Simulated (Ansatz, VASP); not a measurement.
## TaN in VASP and in Ansatz

```
Ta N
1.0
     3.06013    0.00000    0.00000
    -1.53007    2.65015    0.00000
     0.00000    0.00000    4.95641
Ta N
2 2
Direct
  0.33333 0.66667 0.00000
  0.66667 0.33333 0.50000
  0.33333 0.66667 0.38500
  0.66667 0.33333 0.88500
```

Change from the starting cell: volume scaled by 1.01, PAW files.

Alike in both runs: task electric field gradients; functional PBE; k mesh 9 × 9 × 5; occupations fermi-dirac, width 0.01 eV; no spin polarisation.

```csv
,VASP,Ansatz
version,VASP 6.6.1,Ansatz 0.2.0
potentials or method,"VASP PAW PBE potentials, release 64 (Ta_pv, N)","PAW with Ansatz's default frozen-core files, scalar-relativistic"
plane-wave cutoff (eV),520,420
valence electrons in the cell,32,36
```

```tsv
	VASP	Ansatz	Ansatz less VASP
pressure (GPa)	133.1	130.1	-3.02
traceless stress, the component that is largest in VASP (GPa)	-16.13	-15.78	+0.353
rms of the force components (eV/Å)	1.344	1.324	-0.0196
size of Vzz on the site where it differs most (V/Å²)	122.5	129.0	+6.51
```

Atom by atom the forces differ by 0.020 eV/Å (rms over components). Both programs put the cell under a high pressure, so it lies far from rest at this level. VASP's potentials hold 32 valence electrons a cell and Ansatz's 36, so a difference there can come from the potentials and not from the codes.

Neither program's run includes spin-orbit coupling. Noted on VASP's run: the cell as given lies far from equilibrium.
